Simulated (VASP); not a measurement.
# SiC in VASP: a series of runs

SiC is run at these levels: PBE; tasks: single point.

Everything below comes from runs of VASP 6.6.1. Logs are shortened: lines on timing, memory, paths and dates and some standing lists are left out, and cuts for length are marked.

**1. The cell of the first run**

It takes space group P6_3mc (No. 186, hexagonal). Conventional cell: a = 3.074 Å, b = 3.074 Å, c = 5.045 Å, α = 90.00°, β = 90.00°, γ = 120.00°. Within 2.5 Å of Si (site symmetry 3m) lie 4 C at 1.88 to 1.90 Å. Within 2.5 Å of C (site symmetry 3m) lie 4 Si at 1.88 to 1.90 Å.

**2. Single point, PBE**

Contents of INCAR:

```
  ALGO = Normal
  EDIFF = 1E-7
  ENCUT = 520
  GGA = PE
  ISIF = 2
  ISMEAR = -1
  LASPH = True
  LCHARG = False
  LREAL = False
  LWAVE = False
  NBANDS = 16
  NELM = 60
  PREC = Accurate
  SIGMA = 0.02
```

Contents of KPOINTS:

```
k-points
0
Gamma
  12 12 7
```

Contents of POSCAR:

```
SiC
1.0
    3.0735139282      0.0000000000      0.0000000000
   -1.5367569641      2.6617411407      0.0000000000
    0.0000000000      0.0000000000      5.0452477100
Si C
2 2
Direct
    0.3333333300      0.6666666700      0.4996024000
    0.6666666700      0.3333333300      0.9996024000
    0.3333333300      0.6666666700      0.8753976000
    0.6666666700      0.3333333300      0.3753976000
```

Potentials or basis: VASP PAW PBE potentials, release 64 (Si, C).

Run with:

```
> cat potpaw_PBE.64/Si/POTCAR potpaw_PBE.64/C/POTCAR > POTCAR
> mpirun -np 1 vasp_std > vasp.out
```

OUTCAR:

```text
EDIFF = 1E-7
   ENCUT = 520
   GGA = PE
   ISIF = 2
   ISMEAR = -1
   LASPH = True
   LREAL = False
   NELM = 60
   PREC = Accurate

 ion  position               nearest neighbor table
   1  0.333  0.667  0.500-   4 1.88   4 1.88   4 1.88   3 1.90   2 3.08   2 3.08   2 3.08   2 3.08
                             2 3.08   2 3.08
   2  0.667  0.333  1.000-   3 1.88   3 1.88   3 1.88   4 1.90   1 3.08   1 3.08   1 3.08   1 3.08
                             1 3.08   1 3.08
   3  0.333  0.667  0.875-   2 1.88   2 1.88   2 1.88   1 1.90
   4  0.667  0.333  0.375-   1 1.88   1 1.88   1 1.88   2 1.90

  LATTYP: Found a hexagonal cell.
 ALAT       =     3.0735139282
 C/A-ratio  =     1.6415242709

  Lattice vectors:

 A1 = (   3.0735139282,   0.0000000000,   0.0000000000)
 A2 = (  -1.5367569641,   2.6617411407,   0.0000000000)
 A3 = (   0.0000000000,   0.0000000000,   5.0452477100)

Analysis of symmetry for initial positions (statically):
=====================================================================
 Subroutine PRICEL returns:
 Original cell was already a primitive cell.

 Routine SETGRP: Setting up the symmetry group for a
 hexagonal supercell.

 Subroutine GETGRP returns: Found 12 space group operations
 (whereof  6 operations were pure point group operations)
 out of a pool of 24 trial point group operations.

The static configuration has the point symmetry C_3v.
 The point group associated with its full space group is C_6v.

Analysis of symmetry for dynamics (positions and initial velocities):
=====================================================================
 Subroutine PRICEL returns:
 Original cell was already a primitive cell.

 Routine SETGRP: Setting up the symmetry group for a
 hexagonal supercell.

 Subroutine GETGRP returns: Found 12 space group operations
 (whereof  6 operations were pure point group operations)
 out of a pool of 24 trial point group operations.

The dynamic configuration has the point symmetry C_3v.
 The point group associated with its full space group is C_6v.

 Subroutine INISYM returns: Found 12 space group operations
 (whereof  6 operations are pure point group operations),
 and found     1 'primitive' translations

----------------------------------------------------------------------------------------

                                     Primitive cell

  volume of cell :      41.2747

  direct lattice vectors                    reciprocal lattice vectors
     3.073513928  0.000000000  0.000000000     0.325360491  0.187846967  0.000000000
    -1.536756964  2.661741141  0.000000000     0.000000000  0.375693934  0.000000000
     0.000000000  0.000000000  5.045247710     0.000000000  0.000000000  0.198206324

  length of vectors
     3.073513928  3.073513928  5.045247710     0.375693934  0.375693934  0.198206324

  position of ions in fractional coordinates (direct lattice)
     0.333333330  0.666666670  0.499602400
     0.666666670  0.333333330  0.999602400
     0.333333330  0.666666670  0.875397600
     0.666666670  0.333333330  0.375397600

  ion indices of the primitive-cell ions
   primitive index   ion index
                 1           1
                 2           2
                 3           3
                 4           4

----------------------------------------------------------------------------------------

 KPOINTS: k-points

Automatic generation of k-mesh.
 Grid dimensions read from file:
 generate k-points for:   12   12    7

 Generating k-lattice:

  Cartesian coordinates                     Fractional coordinates (reciprocal lattice)
     0.027113374  0.015653914  0.000000000     0.083333333  0.000000000  0.000000000
     0.000000000  0.031307828  0.000000000     0.000000000  0.083333333  0.000000000
     0.000000000  0.000000000  0.028315189     0.000000000  0.000000000  0.142857143

  Length of vectors
     0.031307828  0.031307828  0.028315189

  Shift w.r.t. Gamma in fractional coordinates (k-lattice)
     0.000000000  0.000000000  0.000000000

 Subroutine IBZKPT returns following result:
 ===========================================

 Found     76 irreducible k-points:

 Following reciprocal coordinates:
            Coordinates               Weight
  0.000000  0.000000  0.000000      1.000000
  0.083333  0.000000  0.000000      6.000000
  0.166667 -0.000000  0.000000      6.000000
  0.250000  0.000000  0.000000      6.000000
  0.333333 -0.000000  0.000000      6.000000
  0.416667 -0.000000  0.000000      6.000000
[... 16 lines left out ...]
  0.250000  0.000000  0.142857     12.000000
  0.333333 -0.000000  0.142857     12.000000
 [... further k-points ...]
   k-points           NKPTS =     76   k-points in BZ     NKDIM =     76   number of bands    NBANDS=     16
   number of dos      NEDOS =    301   number of ions     NIONS =      4
   total plane-waves  NPLWV =  23040
   dimension x,y,z NGX =    24 NGY =   24 NGZ =   40
   dimension x,y,z NGXF=    48 NGYF=   48 NGZF=   80
   ions per type =               2   2
   NGX,Y,Z   is equivalent  to a cutoff of  12.98, 12.98, 13.18 a.u.
   NGXF,Y,Z  is equivalent  to a cutoff of  25.96, 25.96, 26.36 a.u.
 SYSTEM =  unknown system
   PREC   = accura    normal or accurate (medium, high low for compatibility)
   ISTART =      0    job   : 0-new  1-cont  2-samecut
   ICHARG =      2    charge: 1-file 2-atom 10-const
   ISPIN  =      1    spin polarized calculation?
   LNONCOLLINEAR =      F non collinear calculations
   LSORBIT =      F    spin-orbit coupling
   LASPH  =      T    aspherical Exc in radial PAW
   ENCUT  =  520.0 eV  38.22 Ry    6.18 a.u.   5.71  5.71  9.38*2*pi/ulx,y,z
   NELM   =     60;   NELMIN=  2; NELMDL= -5     # of ELM steps
   EDIFF  = 0.1E-06   stopping-criterion for ELM
   LREAL  =      F    real-space projection
   EDIFFG = 0.1E-05   stopping-criterion for IOM
   NSW    =      0    number of steps for IOM
   IBRION =     -1    ionic relax: 0-MD 1-quasi-New 2-CG
   NFREE  =      0    steps in history (QN), initial steepest desc. (CG)
   ISIF   =      2    stress and relaxation
   ISYM   =      2    0-nonsym 1-usesym 2-fastsym
   POTIM  = 0.5000    time-step for ionic-motion
   TEBEG  =    0.0;   TEEND  =   0.0 temperature during run
   PSTRESS=    0.0 pullay stress
   NELECT =      16.0000    total number of electrons
   NUPDOWN=      -1.0000    fix difference up-down
   EMIN   =  10.00;   EMAX   =-10.00  energy-range for DOS
   EFERMI =   0.00;   METHOD = LEGACY
   ISMEAR =    -1;   SIGMA  =   0.02  broadening in eV -4-tet -1-fermi 0-gaus
   EFERMI_NEDOS =   21; number of points for ismear=-14 and -15
   IALGO  =     38    algorithm
   IMIX   =      4    mixing-type and parameters
     AMIX     =   0.40;   BMIX     =  1.00
     AMIX_MAG =   1.60;   BMIX_MAG =  1.00
  volume/ion in A,a.u.               =      10.32        69.63
  Fermi-wavevector in a.u.,A,eV,Ry     =   1.193677  2.255723 19.386477  1.424866
  Thomas-Fermi vector in A             =   2.329686
   LORBIT       =      0    0 simple, 1 ext, 2 COOP (PROOUT), +10 PAW based schemes
   GGA     = PE    functional components
   LHFCALC =     F    Hartree Fock is set to
   AEXX    =    0.0000 exact exchange contribution
   IVDW    =     0    specifies the selected vdW correction
   LEPSILON=     F    determine dielectric tensor
   LRPA    =     F    only Hartree local field effects (RPA)
 non-spin polarized calculation
  energy-cutoff  :      520.00
  volume of cell :       41.27
 maximum number of plane-waves:      1124
 NGX is ok and might be reduce to    24
   NGX = 11   NGY = 11   NGZ = 19

 number of electron      16.0000000 magnetization

 Free energy of the ion-electron system (eV)
  ---------------------------------------------------
  ext. energy  EPLUGINS =         0.00000000
  ---------------------------------------------------
  free energy    TOTEN  =       -30.10141433 eV

  energy without entropy =      -30.10141433  energy(sigma->0) =      -30.10141433

 E-fermi :   8.6407     XC(G=0): -11.3597

 val. band max:        8.2847925516   @ k =   0.0000   0.0000   0.0000
 cond. band min:      10.5543975068   @ k =   0.3333   0.3333   0.0000
 fundamental gap:      2.2696049552
 Fermi energy:         8.6406531225

 k-point     1 :       0.0000    0.0000    0.0000
  band No.  band energies     occupation
      1      -7.3023      2.00000
      2      -3.7293      2.00000
      3      -0.4265      2.00000
      4       6.9680      2.00000
      5       6.9680      2.00000
      6       8.1709      2.00000
[... 8 lines left out ...]
     15      17.2563      0.00000
     16      19.6380      0.00000

 k-point     2 :       0.0833    0.0000    0.0000
  band No.  band energies     occupation
      1      -7.1815      2.00000
      2      -3.6262      2.00000
      3      -0.3151      2.00000
      4       6.2835      2.00000
      5       6.7566      2.00000
      6       7.8227      2.00000
[... 8 lines left out ...]
     15      17.5588      0.00000
     16      18.6966      0.00000

 k-point     3 :       0.1667   -0.0000    0.0000
  band No.  band energies     occupation
      1      -6.8224      2.00000
      2      -3.3259      2.00000
      3       0.0100      2.00000
      4       4.7934      2.00000
      5       6.2788      2.00000
      6       6.7084      2.00000
[... 8 lines left out ...]
     15      17.8573      0.00000
     16      18.2108      0.00000

 k-point     4 :       0.2500    0.0000    0.0000
  band No.  band energies     occupation
      1      -6.2362      2.00000
      2      -2.8658      2.00000
      3       0.5023      2.00000
      4       3.1678      2.00000
      5       5.3228      2.00000
      6       5.7604      2.00000
[... 8 lines left out ...]
     15      18.3622      0.00000
     16      19.1080      0.00000
[... 324 lines left out ...]
 k-point    22 :       0.1667   -0.0000    0.1429
  band No.  band energies     occupation
      1      -6.7236      2.00000
      2      -3.7282      2.00000
      3       0.5569      2.00000
      4       4.8830      2.00000
      5       6.3456      2.00000
      6       6.4194      2.00000
[... 8 lines left out ...]
     15      18.1026      0.00000
     16      18.4409      0.00000

 k-point    23 :       0.2500    0.0000    0.1429
  band No.  band energies     occupation
      1      -6.1389      2.00000
      2      -3.2374      2.00000
      3       0.9609      2.00000
      4       3.3164      2.00000
      5       5.0264      2.00000
      6       5.8323      2.00000
[... 8 lines left out ...]
     15      18.9695      0.00000
     16      19.0892      0.00000

 k-point    24 :       0.3333   -0.0000    0.1429
  band No.  band energies     occupation
      1      -5.3563      2.00000
      2      -2.6673      2.00000
      3       0.9209      2.00000
      4       2.4955      2.00000
      5       3.5958      2.00000
      6       5.4066      2.00000
[... 8 lines left out ...]
     15      19.5144      0.00000
     16      20.4226      0.00000

 [... further k-points ...]
[... 5 lines left out ...]
  --------------------------------------------------------------------------------------
  -------------------------------------------------------------------------------------
  Total        1.0100328      1.0100328      0.9604242      0.0000000      0.0000000      0.0000000
  in kB       39.2069051     39.2069051     37.2812237      0.0000000      0.0000000      0.0000000
  external PRESSURE =      38.5650113 kB  Pullay stress =       0.0000000 kB

 VOLUME and BASIS-vectors are now :
 -----------------------------------------------------------------------------
  energy-cutoff  :      520.00
  volume of cell :       41.27
      direct lattice vectors                 reciprocal lattice vectors
     3.073513928  0.000000000  0.000000000     0.325360491  0.187846967  0.000000000
    -1.536756964  2.661741141  0.000000000     0.000000000  0.375693934  0.000000000
     0.000000000  0.000000000  5.045247710     0.000000000  0.000000000  0.198206324

 POSITION                                       TOTAL-FORCE (eV/Angst)
 -----------------------------------------------------------------------------------
     -0.00000      1.77449      2.52062        -0.000000      0.000000      0.001831
      1.53676      0.88725      5.04324         0.000000     -0.000000      0.001831
     -0.00000      1.77449      4.41660        -0.000000      0.000000     -0.001831
      1.53676      0.88725      1.89397         0.000000      0.000000     -0.001831
 -----------------------------------------------------------------------------------
    total drift:                                0.000001     -0.000000     -0.000140

  FREE ENERGIE OF THE ION-ELECTRON SYSTEM (eV)
  ---------------------------------------------------
  free  energy   TOTEN  =       -30.1014143311 eV

  energy  without entropy=      -30.1014143311  energy(sigma->0) =      -30.10141433
```

Run time: 27 s. Hardware: 1 thread of AMD EPYC 9R45 (Zen 5), shared host; peak memory 0.15 GiB.

Results:

- Free energy: -30.1014 eV
- Pressure: 3.9 GPa
- Band gap on the k mesh: 2.27 eV, indirect (least direct gap 3.98 eV)

Stress tensor (GPa, compression positive):
```
3.92 0.00 0.00
0.00 3.92 0.00
0.00 0.00 3.73
```

Levels at points of the mesh, in eV from the valence-band top:
| k point | band 5 | band 6 | band 7 | band 8 | band 9 | band 10 | band 11 | band 12 |
| --- | --- | --- | --- | --- | --- | --- | --- | --- |
| (0.00, 0.00, 0.00) | -1.32 | -0.11 | 0.00 | 0.00 | 4.83 | 6.23 | 6.68 | 6.68 |
| (0.50, 0.00, 0.00) | -5.44 | -3.32 | -3.29 | -1.20 | 2.78 | 4.22 | 6.90 | 7.14 |

A k mesh can miss the band edges. Expect the measured gap to be larger: semilocal functionals such as PBE lack the derivative discontinuity.

**3. Single point, PBE**

Contents of INCAR:

```
PREC = Accurate ; ENCUT = 520
EDIFF = 1E-7 ; ISMEAR = -1
SIGMA = 0.02 ; LREAL = False
LASPH = True ; NELM = 60
ALGO = Normal ; ISIF = 2
LWAVE = False ; LCHARG = False
GGA = PE ; NBANDS = 16
```

Contents of KPOINTS:

```
regular mesh
0
Gamma
  12 12 7
```

POSCAR, as its differences from that of step 2:

```diff
@@ -11,2 +11,2 @@
     0.3333333300      0.6666666700      0.8753976000
-    0.6666666700      0.3333333300      0.3753976000
+    0.6666666700      0.3333333300      0.3773796632
```

Potentials or basis: VASP PAW PBE potentials, release 64 (Si, C).

Run with:

```
> cat potpaw_PBE.64/Si/POTCAR potpaw_PBE.64/C/POTCAR > POTCAR
> mpirun -np 1 vasp_std > vasp.out
```

Wall time 38 s (1 thread of AMD EPYC 9R45 (Zen 5), shared host); peak memory 0.16 GiB.

Results (log left out):

```
Free energy            : -30.1002 eV
Pressure               : 3.9 GPa
Largest force          : 0.241 eV/Å
Band gap on the k mesh : 2.30 eV, indirect (least direct gap 3.99 eV)
```

Forces in eV/Å, atoms in the order of the input:
```
Si   0.000  0.000  0.093
Si   0.000  0.000  0.088
C    0.000  0.000  0.060
C    0.000  0.000 -0.241
```

Stress tensor (GPa, compression positive):
```
4.12 0.00 0.00
0.00 4.12 0.00
0.00 0.00 3.36
```

Levels at points of the mesh, in eV from the valence-band top:
| k point | band 4 | band 5 | band 6 | band 7 | band 8 | band 9 | band 10 | band 11 | band 12 | band 13 |
| --- | --- | --- | --- | --- | --- | --- | --- | --- | --- | --- |
| (0.00, 0.00, 0.00) | -1.31 | -1.31 | -0.07 | 0.00 | 0.00 | 4.84 | 6.24 | 6.69 | 6.69 | 7.77 |
| (0.50, 0.00, 0.00) | -6.30 | -5.41 | -3.32 | -3.26 | -1.20 | 2.79 | 4.25 | 6.91 | 7.18 | 10.04 |

**4. Single point, PBE**

Contents of INCAR:

```
SYSTEM = SiC
PREC = Accurate
ENCUT = 520
EDIFF = 1E-6
ISMEAR = -1
SIGMA = 0.02
LREAL = .FALSE.
LASPH = .TRUE.
NELM = 100
ALGO = Normal
ISIF = 2
LWAVE = .FALSE.
LCHARG = .FALSE.
GGA = PE
NBANDS = 16
```

Contents of KPOINTS:

```
Automatic mesh
0
G
  12 12 7
  0 0 0
```

POSCAR, as its differences from that of step 3:

```diff
@@ -11,2 +11,2 @@
     0.3333333300      0.6666666700      0.8753976000
-    0.6666666700      0.3333333300      0.3773796632
+    0.6666666700      0.3333333300      0.3734155368
```

Potentials or basis: VASP PAW PBE potentials, release 64 (Si, C).

Run with:

```
> cat potpaw_PBE.64/Si/POTCAR potpaw_PBE.64/C/POTCAR > POTCAR
> mpirun -np 1 vasp_std > vasp.out
```

OUTCAR:

```text
SYSTEM = SiC
   PREC = Accurate
   ENCUT = 520
   EDIFF = 1E-6
   ISMEAR = -1
   LREAL = .FALSE.
   LASPH = .TRUE.
   NELM = 100
   ISIF = 2
   GGA = PE

 ion  position               nearest neighbor table
   1  0.333  0.667  0.500-   4 1.89   4 1.89   4 1.89   3 1.90   2 3.08   2 3.08   2 3.08   2 3.08
                             2 3.08   2 3.08
   2  0.667  0.333  1.000-   3 1.88   3 1.88   3 1.88   4 1.89   1 3.08   1 3.08   1 3.08   1 3.08
                             1 3.08   1 3.08
   3  0.333  0.667  0.875-   2 1.88   2 1.88   2 1.88   1 1.90
   4  0.667  0.333  0.373-   1 1.89   1 1.89   1 1.89   2 1.89
[... 658 lines left out ...]
  --------------------------------------------------------------------------------------
  -------------------------------------------------------------------------------------
  Total        0.9583939      0.9583939      1.0624470      0.0000000      0.0000000      0.0000000
  in kB       37.2024126     37.2024126     41.2414923      0.0000000      0.0000000      0.0000000
  external PRESSURE =      38.5487725 kB  Pullay stress =       0.0000000 kB

 VOLUME and BASIS-vectors are now :
 -----------------------------------------------------------------------------
  energy-cutoff  :      520.00
  volume of cell :       41.27
      direct lattice vectors                 reciprocal lattice vectors
     3.073513928  0.000000000  0.000000000     0.325360491  0.187846967  0.000000000
    -1.536756964  2.661741141  0.000000000     0.000000000  0.375693934  0.000000000
     0.000000000  0.000000000  5.045247710     0.000000000  0.000000000  0.198206324

 POSITION                                       TOTAL-FORCE (eV/Angst)
 -----------------------------------------------------------------------------------
     -0.00000      1.77449      2.52062         0.000000     -0.000000     -0.090100
      1.53676      0.88725      5.04324         0.000000     -0.000000     -0.090826
     -0.00000      1.77449      4.41660        -0.000000      0.000000     -0.064069
      1.53676      0.88725      1.88397        -0.000000     -0.000000      0.244995
 -----------------------------------------------------------------------------------
    total drift:                               -0.000000      0.000000     -0.000208

  FREE ENERGIE OF THE ION-ELECTRON SYSTEM (eV)
  ---------------------------------------------------
  free  energy   TOTEN  =       -30.1002054037 eV

  energy  without entropy=      -30.1002054037  energy(sigma->0) =      -30.10020540
```

stdout:

```text
POSCAR found type information on POSCAR SiC
 POSCAR found :  2 types and       4 ions
 scaLAPACK will be used
 LDA part: xc-table for (Slater+PW92), standard interpolation
 POSCAR, INCAR and KPOINTS ok, starting setup
 FFT: planning ... GRIDC
 FFT: planning ... GRID_SOFT
 FFT: planning ... GRID
 WAVECAR not read
 entering main loop
```

It took 35 s on 1 thread of AMD EPYC 9R45 (Zen 5), shared host; peak memory 0.16 GiB.

What came out:

| Property | Result |
| --- | --- |
| Free energy | -30.1002 eV |
| Pressure | 3.9 GPa |
| Largest force | 0.245 eV/Å |
| Band gap on the k mesh | 2.23 eV, indirect (least direct gap 3.97 eV) |

Forces on the atoms (eV/Å):
```
Si   0.000  0.000 -0.090
Si   0.000  0.000 -0.091
C    0.000  0.000 -0.064
C    0.000  0.000  0.245
```

Levels at points of the mesh, in eV from the valence-band top:
| k point | band 4 | band 5 | band 6 | band 7 | band 8 | band 9 | band 10 | band 11 | band 12 | band 13 |
| --- | --- | --- | --- | --- | --- | --- | --- | --- | --- | --- |
| (0.00, 0.00, 0.00) | -1.32 | -1.32 | -0.16 | 0.00 | 0.00 | 4.81 | 6.22 | 6.67 | 6.67 | 7.76 |
| (0.50, 0.00, 0.00) | -6.30 | -5.47 | -3.33 | -3.33 | -1.19 | 2.77 | 4.20 | 6.88 | 7.10 | 10.06 |
